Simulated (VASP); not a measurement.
BiO5: relaxation of cell and atoms with PBE

The system is BiO5.

```xyz
6
Lattice="3.4350 0.0000 0.0000 -1.7175 2.9748 0.0000 0.0000 0.0000 10.6944" Properties=species:S:1:pos:R:3 pbc="T T T"
Bi    0.0000    0.0000    0.0000
O     1.7175    0.9916    9.4356
O     0.0000    0.0000    5.9779
O     1.7175    0.9916    5.3472
O     0.0000    0.0000    4.7165
O     1.7175    0.9916    1.2589
```

The cell was generated, and may not be a known phase.

```json
{"Program": "VASP 6.6.1", "Task": "relaxation of cell and atoms", "Functional": "PBE", "Potentials or basis": "VASP PAW PBE potentials, release 64 (Bi_d, O)", "Cutoff": "600 eV", "k mesh": "12 × 12 × 4", "Occupations": "gaussian, width 0.1 eV", "Spin": "no spin polarisation", "Dipole correction": "no", "Further INCAR settings": "ALGO = Normal; EDIFF = 1e-07; IBRION = 2; EDIFFG = -0.01; NSW = 100; ISIF = 3"}
```

| Property | Result |
| --- | --- |
| Relaxed volume | 17.05 Å³/atom |
| Relaxed cell | a = 3.435 Å, b = 3.435 Å, c = 10.011 Å, α = 90.00°, β = 90.00°, γ = 120.00° |
| Space group after relaxing (to 0.1 Å) | P-6m2 (No. 187) |
| Energy gained by relaxing | 2.1 meV/atom |
| Ionic steps | 26 |
| Pressure after relaxing | 0.0 GPa |
| Largest force after relaxing | 0.008 eV/Å |
| Band gap on the k mesh | zero (an odd number of electrons rules out a gap without spin polarisation) |

Forces on the atoms (eV/Å):
```
Bi   0.000  0.000  0.000
O    0.000  0.000  0.000
O    0.000  0.000 -0.008
O    0.000  0.000  0.000
O    0.000  0.000  0.008
O    0.000  0.000  0.000
```

The path:
```
step  energy change (eV)  largest force (eV/Å)  pressure (GPa)  volume (Å³)
   1              0.0000                0.6197            0.64       109.28
   2              0.0404                1.5012           -2.18       110.43
   3             -0.0049                0.0167           -0.10       109.55
   4             -0.0049                0.0175           -0.08       109.54
   5             -0.0049                0.0223           -0.07       109.54
   6             -0.0050                0.0230           -0.05       109.42
   7             -0.0054                0.0371            0.01       109.06
   8             -0.0058                0.0659            0.15       108.35
   9             -0.0058                0.1258            0.42       106.93
  10             -0.0060                0.0954            0.28       107.65
  11             -0.0060                0.0948            0.27       107.63
  12             -0.0062                0.0923            0.26       107.55
  13             -0.0065                0.0871            0.24       107.39
  14             -0.0070                0.0771            0.19       107.07
  15             -0.0080                0.1143            0.11       106.43
  16             -0.0092                0.2155           -0.05       105.15
  17             -0.0095                0.3833           -0.31       102.58
  18             -0.0099                0.2730           -0.14       104.10
  19             -0.0102                0.2531           -0.12       103.94
  20             -0.0110                0.1897           -0.06       103.46
  21             -0.0119                0.0565            0.07       102.50
  22             -0.0120                0.0271            0.13       102.06
  23             -0.0120                0.0267            0.13       102.10
  24             -0.0121                0.0239            0.12       102.12
  25             -0.0122                0.0163            0.08       102.17
  26             -0.0123                0.0077            0.01       102.28
```

Final structure:
```xyz
6
Lattice="3.4347 0.0000 0.0000 -1.7173 2.9745 0.0000 0.0000 0.0000 10.0111" Properties=species:S:1:pos:R:3 pbc="T T T"
Bi    0.0000    0.0000   10.0111
O     1.7173    0.9915    8.7488
O     0.0000    0.0000    5.6443
O     1.7173    0.9915    5.0055
O     1.7173    2.9745    4.3667
O     1.7173    0.9915    1.2623
```

Levels at points of the mesh, in eV from the Fermi level:
| k point | band 19 | band 20 | band 21 | band 22 | band 23 | band 24 | band 25 | band 26 | band 27 |
| --- | --- | --- | --- | --- | --- | --- | --- | --- | --- |
| (0.00, 0.00, 0.00) | -1.24 | -1.22 | -0.71 | -0.55 | -0.55 | 0.09 | 0.09 | 2.66 | 6.47 |
| (0.50, 0.00, 0.00) | -1.47 | -0.66 | -0.31 | -0.19 | -0.05 | 0.45 | 1.25 | 2.83 | 5.80 |
| (0.00, 0.00, 0.50) | -1.35 | -1.10 | -0.73 | -0.55 | -0.55 | 0.09 | 0.09 | 2.69 | 6.47 |
| (0.50, 0.00, 0.50) | -1.47 | -0.66 | -0.32 | -0.18 | -0.06 | 0.45 | 1.26 | 2.82 | 5.82 |

It took 30 min on 1 thread of Intel(R) Xeon(R) 6975P-C (Granite Rapids), on a shared host, peak memory 0.38 GiB.

Caveat: spin-orbit coupling is left out, which moves the levels of the heavy elements; an odd number of electrons without spin polarisation forces a metal; a magnetic or distorted state may lie lower.
